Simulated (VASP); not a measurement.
# Si (Fddd) in VASP: single point with PBE

Aim: the single point of Si with PBE.

Everything below comes from runs of VASP 6.6.1. Logs are shortened: lines on timing, memory, paths and dates and some standing lists are left out, and cuts for length are marked.

## (1) The cell of the first run

The typed cell holds 2 atoms: a = 3.905 Å, b = 3.798 Å, c = 3.903 Å, α = 60.93°, β = 58.20°, γ = 60.87°.

## (2) Single point, PBE

Contents of INCAR:

```
  PREC = Accurate
  ENCUT = 520
  EDIFF = 1E-6
  ISMEAR = 0
  SIGMA = 0.05
  LREAL = False
  LASPH = True
  NELM = 60
  ALGO = Normal
  ISIF = 2
  LWAVE = False
  LCHARG = True
  GGA = PE
  LELF = True
  LVHAR = True
  NBANDS = 11
```

Contents of KPOINTS:

```
Automatic mesh
0
Gamma
  8 8 8
```

Contents of POSCAR:

```
Si
1.0
    0.0000000000      2.8340206609      2.6870207955
    2.6836021940      0.0000000000      2.6870207955
    2.6836021940      2.8340206609      0.0000000000
Si
2
Direct
    0.5000000000      0.5000000000      0.5000000000
    0.7500000000      0.7500000000      0.7500000000
```

Potentials or basis: VASP PAW PBE potentials, release 64 (Si).

Started as:

```bash
$ cat potpaw_PBE.64/Si/POTCAR > POTCAR
$ mpirun -np 1 vasp_std > vasp.out
```

OUTCAR:

```text
PREC = Accurate
   ENCUT = 520
   EDIFF = 1E-6
   ISMEAR = 0
   LREAL = False
   LASPH = True
   NELM = 60
   ISIF = 2
   GGA = PE

 ion  position               nearest neighbor table
   1  0.500  0.500  0.500-   2 2.37   2 2.37   2 2.37   2 2.37
   2  0.750  0.750  0.750-   1 2.37   1 2.37   1 2.37   1 2.37

  LATTYP: Found a face centered orthorhombic cell.
 ALAT       =     5.3672043880
 B/A-ratio  =     1.0012738853
 C/A-ratio  =     1.0560509554

  Lattice vectors:

 A1 = (   0.0000000000,   2.8340206609,  -2.6870207955)
 A2 = (   2.6836021940,   2.8340206609,   0.0000000000)
 A3 = (   2.6836021940,   0.0000000000,  -2.6870207955)

Analysis of symmetry for initial positions (statically):
=====================================================================
 Subroutine PRICEL returns:
 Original cell was already a primitive cell.

 Routine SETGRP: Setting up the symmetry group for a
 face centered orthorhombic supercell.

 Subroutine GETGRP returns: Found  8 space group operations
 (whereof  4 operations were pure point group operations)
 out of a pool of  8 trial point group operations.

The static configuration has the point symmetry D_2 .
 The point group associated with its full space group is D_2h.

Analysis of symmetry for dynamics (positions and initial velocities):
=====================================================================
 Subroutine PRICEL returns:
 Original cell was already a primitive cell.

 Routine SETGRP: Setting up the symmetry group for a
 face centered orthorhombic supercell.

 Subroutine GETGRP returns: Found  8 space group operations
 (whereof  4 operations were pure point group operations)
 out of a pool of  8 trial point group operations.

The dynamic configuration has the point symmetry D_2 .
 The point group associated with its full space group is D_2h.

 Subroutine INISYM returns: Found  8 space group operations
 (whereof  4 operations are pure point group operations),
 and found     1 'primitive' translations

----------------------------------------------------------------------------------------

                                     Primitive cell

  volume of cell :      40.8717

  direct lattice vectors                    reciprocal lattice vectors
     0.000000000  2.834020661  2.687020796    -0.186316735  0.176427789  0.186079691
     2.683602194  0.000000000  2.687020796     0.186316735 -0.176427789  0.186079691
     2.683602194  2.834020661  0.000000000     0.186316735  0.176427789 -0.186079691

  length of vectors
     3.905349390  3.797604704  3.902998058     0.316964260  0.316964260  0.316964260

  position of ions in fractional coordinates (direct lattice)
     0.500000000  0.500000000  0.500000000
     0.750000000  0.750000000  0.750000000

  ion indices of the primitive-cell ions
   primitive index   ion index
                 1           1
                 2           2

----------------------------------------------------------------------------------------

 KPOINTS: Automatic mesh

Automatic generation of k-mesh.
 Grid dimensions read from file:
 generate k-points for:    8    8    8

 Generating k-lattice:

  Cartesian coordinates                     Fractional coordinates (reciprocal lattice)
    -0.023289592  0.022053474  0.023259961     0.125000000  0.000000000  0.000000000
     0.023289592 -0.022053474  0.023259961     0.000000000  0.125000000  0.000000000
     0.023289592  0.022053474 -0.023259961     0.000000000  0.000000000  0.125000000

  Length of vectors
     0.039620533  0.039620533  0.039620533

  Shift w.r.t. Gamma in fractional coordinates (k-lattice)
     0.000000000  0.000000000  0.000000000

 Subroutine IBZKPT returns following result:
 ===========================================

 Found     95 irreducible k-points:

 Following reciprocal coordinates:
            Coordinates               Weight
  0.000000  0.000000  0.000000      1.000000
  0.125000  0.000000  0.000000      8.000000
  0.250000  0.000000  0.000000      8.000000
  0.375000  0.000000  0.000000      8.000000
  0.500000  0.000000  0.000000      4.000000
  0.125000  0.125000  0.000000      2.000000
[... 16 lines left out ...]
  0.250000  0.000000  0.125000      8.000000
  0.375000  0.000000  0.125000      8.000000
 [... further k-points ...]
   k-points           NKPTS =     95   k-points in BZ     NKDIM =     95   number of bands    NBANDS=     11
   number of dos      NEDOS =    301   number of ions     NIONS =      2
   total plane-waves  NPLWV =  25200
   dimension x,y,z NGX =    30 NGY =   28 NGZ =   30
   dimension x,y,z NGXF=    60 NGYF=   56 NGZF=   60
   ions per type =               2
   NGX,Y,Z   is equivalent  to a cutoff of  12.77, 12.26, 12.78 a.u.
   NGXF,Y,Z  is equivalent  to a cutoff of  25.54, 24.51, 25.56 a.u.
 SYSTEM =  unknown system
   PREC   = accura    normal or accurate (medium, high low for compatibility)
   ISTART =      0    job   : 0-new  1-cont  2-samecut
   ICHARG =      2    charge: 1-file 2-atom 10-const
   ISPIN  =      1    spin polarized calculation?
   LNONCOLLINEAR =      F non collinear calculations
   LSORBIT =      F    spin-orbit coupling
   LASPH  =      T    aspherical Exc in radial PAW
   ENCUT  =  520.0 eV  38.22 Ry    6.18 a.u.   7.26  7.06  7.26*2*pi/ulx,y,z
   NELM   =     60;   NELMIN=  2; NELMDL= -5     # of ELM steps
   EDIFF  = 0.1E-05   stopping-criterion for ELM
   LREAL  =      F    real-space projection
   EDIFFG = 0.1E-04   stopping-criterion for IOM
   NSW    =      0    number of steps for IOM
   IBRION =     -1    ionic relax: 0-MD 1-quasi-New 2-CG
   NFREE  =      0    steps in history (QN), initial steepest desc. (CG)
   ISIF   =      2    stress and relaxation
   ISYM   =      2    0-nonsym 1-usesym 2-fastsym
   POTIM  = 0.5000    time-step for ionic-motion
   TEBEG  =    0.0;   TEEND  =   0.0 temperature during run
   PSTRESS=    0.0 pullay stress
   NELECT =       8.0000    total number of electrons
   NUPDOWN=      -1.0000    fix difference up-down
   EMIN   =  10.00;   EMAX   =-10.00  energy-range for DOS
   EFERMI =   0.00;   METHOD = LEGACY
   ISMEAR =     0;   SIGMA  =   0.05  broadening in eV -4-tet -1-fermi 0-gaus
   EFERMI_NEDOS =   21; number of points for ismear=-14 and -15
   IALGO  =     38    algorithm
   IMIX   =      4    mixing-type and parameters
     AMIX     =   0.40;   BMIX     =  1.00
     AMIX_MAG =   1.60;   BMIX_MAG =  1.00
  volume/ion in A,a.u.               =      20.44       137.91
  Fermi-wavevector in a.u.,A,eV,Ry     =   0.950526  1.796234 12.292865  0.903500
  Thomas-Fermi vector in A             =   2.078911
   LORBIT       =      0    0 simple, 1 ext, 2 COOP (PROOUT), +10 PAW based schemes
   GGA     = PE    functional components
   LHFCALC =     F    Hartree Fock is set to
   AEXX    =    0.0000 exact exchange contribution
   IVDW    =     0    specifies the selected vdW correction
   LEPSILON=     F    determine dielectric tensor
   LRPA    =     F    only Hartree local field effects (RPA)
 non-spin polarized calculation
 Gauss-broadening in eV      SIGMA  =   0.05
  energy-cutoff  :      520.00
  volume of cell :       40.87
 maximum number of plane-waves:      1118
 NGX is ok and might be reduce to    30
   NGX = 15   NGY = 15   NGZ = 15

 number of electron       8.0000000 magnetization

 Free energy of the ion-electron system (eV)
  ---------------------------------------------------
  ext. energy  EPLUGINS =         0.00000000
  ---------------------------------------------------
  free energy    TOTEN  =       -10.82081561 eV

  energy without entropy =      -10.82081560  energy(sigma->0) =      -10.82081560

 E-fermi :   5.9386     XC(G=0):  -9.3316

 val. band max:        5.7655030677   @ k =   0.0000   0.0000   0.0000
 cond. band min:       6.1154232320   @ k =   0.0000   0.3750   0.3750
 fundamental gap:      0.3499201642
 Fermi energy:         5.9386036999

 k-point     1 :       0.0000    0.0000    0.0000
  band No.  band energies     occupation
      1      -6.1920      2.00000
      2       5.3598      2.00000
      3       5.7577      2.00000
      4       5.7655      2.00000
      5       8.1279      0.00000
      6       8.1328      0.00000
      7       8.3247      0.00000
      8       8.7188      0.00000
      9      12.8377      0.00000
     10      13.5054      0.00000
     11      13.8266      0.00000

 k-point     2 :       0.1250    0.0000    0.0000
  band No.  band energies     occupation
      1      -5.9912      2.00000
      2       4.0215      2.00000
      3       5.2031      2.00000
      4       5.5017      2.00000
      5       8.0224      0.00000
      6       8.5578      0.00000
      7       8.6884      0.00000
      8      10.1276      0.00000
      9      12.4792      0.00000
     10      13.2515      0.00000
     11      14.2821      0.00000

 k-point     3 :       0.2500    0.0000    0.0000
  band No.  band energies     occupation
      1      -5.4056      2.00000
      2       1.7393      2.00000
      3       4.6809      2.00000
      4       5.0861      2.00000
      5       7.5156      0.00000
      6       9.1002      0.00000
      7       9.1812      0.00000
      8      12.2437      0.00000
      9      12.8008      0.00000
     10      12.9525      0.00000
     11      14.6238      0.00000

 k-point     4 :       0.3750    0.0000    0.0000
  band No.  band energies     occupation
      1      -4.5291      2.00000
      2      -0.2446      2.00000
      3       4.3154      2.00000
      4       4.8047      2.00000
      5       7.1245      0.00000
      6       8.9986      0.00000
      7       9.2597      0.00000
      8      13.4869      0.00000
      9      14.0495      0.00000
     10      14.1555      0.00000
     11      15.2995      0.00000

 k-point     5 :       0.5000    0.0000    0.0000
  band No.  band energies     occupation
      1      -3.9079      2.00000
      2      -1.2442      2.00000
      3       4.1884      2.00000
      4       4.7103      2.00000
      5       6.9850      0.00000
      6       8.8944      0.00000
      7       9.1799      0.00000
      8      13.3552      0.00000
      9      15.8566      0.00000
     10      16.3247      0.00000
     11      16.4459      0.00000
[... 211 lines left out ...]
 k-point    21 :       0.5000    0.5000    0.0000
  band No.  band energies     occupation
      1      -2.0193      2.00000
      2      -2.0193      2.00000
      3       2.7107      2.00000
      4       2.7107      2.00000
      5       6.2454      0.00000
      6       6.2454      0.00000
      7      15.1938      0.00000
      8      15.1938      0.00000
      9      16.9324      0.00000
     10      16.9324      0.00000
     11      17.4584      0.00000

 k-point    22 :       0.1250    0.0000    0.1250
  band No.  band energies     occupation
      1      -5.9399      2.00000
      2       4.0241      2.00000
      3       4.9993      2.00000
      4       5.0043      2.00000
      5       7.8454      0.00000
      6       9.2310      0.00000
      7       9.2402      0.00000
      8       9.8522      0.00000
      9      11.5226      0.00000
     10      14.1047      0.00000
     11      14.4729      0.00000

 k-point    23 :       0.2500    0.0000    0.1250
  band No.  band energies     occupation
      1      -5.4943      2.00000
      2       2.3636      2.00000
      3       4.3226      2.00000
      4       4.5341      2.00000
      5       8.0240      0.00000
      6       9.1669      0.00000
      7      10.0568      0.00000
      8      10.2759      0.00000
      9      12.6366      0.00000
     10      14.0661      0.00000
     11      15.5536      0.00000

 k-point    24 :       0.3750    0.0000    0.1250
  band No.  band energies     occupation
      1      -4.7047      2.00000
      2       0.4161      2.00000
      3       3.6037      2.00000
      4       4.3080      2.00000
      5       8.0976      0.00000
      6       8.9042      0.00000
      7      10.2285      0.00000
      8      11.3521      0.00000
      9      14.7937      0.00000
     10      14.8098      0.00000
     11      15.2709      0.00000

 [... further k-points ...]

------------------------ aborting loop because EDIFF is reached ----------------------------------------

  FORCE on cell =-STRESS in cart. coord.  units (eV):
  Direction    XX          YY          ZZ          XY          YZ          ZX
  --------------------------------------------------------------------------------------
  -------------------------------------------------------------------------------------
  Total        0.4845031     -0.9730728      0.4586603      0.0000000      0.0000000      0.0000000
  in kB       18.9926244    -38.1446576     17.9795821      0.0000000      0.0000000      0.0000000
  external PRESSURE =      -0.3908171 kB  Pullay stress =       0.0000000 kB

 VOLUME and BASIS-vectors are now :
 -----------------------------------------------------------------------------
  energy-cutoff  :      520.00
  volume of cell :       40.87
      direct lattice vectors                 reciprocal lattice vectors
     0.000000000  2.834020661  2.687020796    -0.186316735  0.176427789  0.186079691
     2.683602194  0.000000000  2.687020796     0.186316735 -0.176427789  0.186079691
     2.683602194  2.834020661  0.000000000     0.186316735  0.176427789 -0.186079691

 POSITION                                       TOTAL-FORCE (eV/Angst)
 -----------------------------------------------------------------------------------
      2.68360      2.83402      2.68702         0.000000     -0.000000     -0.000000
      4.02540      4.25103      4.03053        -0.000000      0.000000      0.000000
 -----------------------------------------------------------------------------------
    total drift:                                0.000000     -0.000000     -0.000000

  FREE ENERGIE OF THE ION-ELECTRON SYSTEM (eV)
  ---------------------------------------------------
  free  energy   TOTEN  =       -10.8208156052 eV

  energy  without entropy=      -10.8208156043  energy(sigma->0) =      -10.82081560
```

It took 58 s on 1 thread of AMD EPYC 7R43 (Zen 3), shared host; peak memory 0.13 GiB.

Results:

| Quantity | Value |
| --- | --- |
| Free energy | -10.8208 eV |
| Pressure | 0.0 GPa |
| Band gap on the k mesh | 0.35 eV, indirect (least direct gap 2.27 eV) |

Stress tensor (GPa, compression positive):
```
 1.90  0.00  0.00
 0.00 -3.81  0.00
 0.00  0.00  1.80
```

Levels at points of the mesh, in eV from the valence-band top:
```csv
k point,band 1,band 2,band 3,band 4,band 5,band 6,band 7,band 8
"(0.00, 0.00, 0.00)",-11.96,-0.41,-0.01,0.00,2.36,2.37,2.56,2.95
"(0.50, 0.00, 0.00)",-9.67,-7.01,-1.58,-1.06,1.22,3.13,3.41,7.59
"(0.50, 0.50, 0.00)",-7.78,-7.78,-3.05,-3.05,0.48,0.48,9.43,9.43
"(0.50, 0.00, 0.50)",-8.09,-8.09,-2.66,-2.66,0.90,0.90,9.83,9.83
"(0.00, 0.50, 0.50)",-7.78,-7.78,-3.06,-3.06,0.47,0.47,9.44,9.44
```

Caveat: the cell differs from its parent crystal (strain +e along x and -e along y -0.0275, strain +e along z and -e/2 along x and y -0.0175). A k mesh can miss the band edges.
